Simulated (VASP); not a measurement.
A run of VASP 6.6.1 is set up as follows.

The input INCAR:

```
PREC = Accurate
ENCUT = 600
EDIFF = 1E-7
ISMEAR = -1
SIGMA = 0.08
LREAL = F
LASPH = T
NELM = 80
ALGO = Normal
ISIF = 3
LWAVE = F
LCHARG = F
GGA = PE
IBRION = 2
NSW = 60
EDIFFG = -0.005
PSTRESS = -13.0
```

Contents of KPOINTS:

```
regular mesh
0
Gamma
  16 16 9
```

The input POSCAR:

```
Mo
1.0
    2.8286145792      0.0000000000      0.0000000000
   -1.4143072896      2.4496520831      0.0000000000
    0.0000000000      0.0000000000      4.5823556184
Mo
2
Direct
    0.3333333333      0.6666666667      0.2500000000
    0.6666666667      0.3333333333      0.7500000000
```

Potentials or basis: VASP PAW PBE potentials, release 64 (Mo_sv).

The run is started by

```sh
$ cat potpaw_PBE.64/Mo_sv/POTCAR > POTCAR
$ mpirun -np 1 vasp_std > vasp.out
```

(1) Estimate the relaxed volume.

(2) Estimate the relaxed cell.

(3) Estimate the band gap on the k mesh.

Results:

(1) 16.23 Å³/atom.

(2) a = 2.764 Å, b = 2.764 Å, c = 4.907 Å, α = 90.00°, β = 90.00°, γ = 120.00°.

(3) zero (band 14 reaches 12.98 eV, above the bottom of band 15 at 11.16 eV).

Caveat: the cell is relaxed towards a set pressure, so the enthalpy falls and the energy may rise.
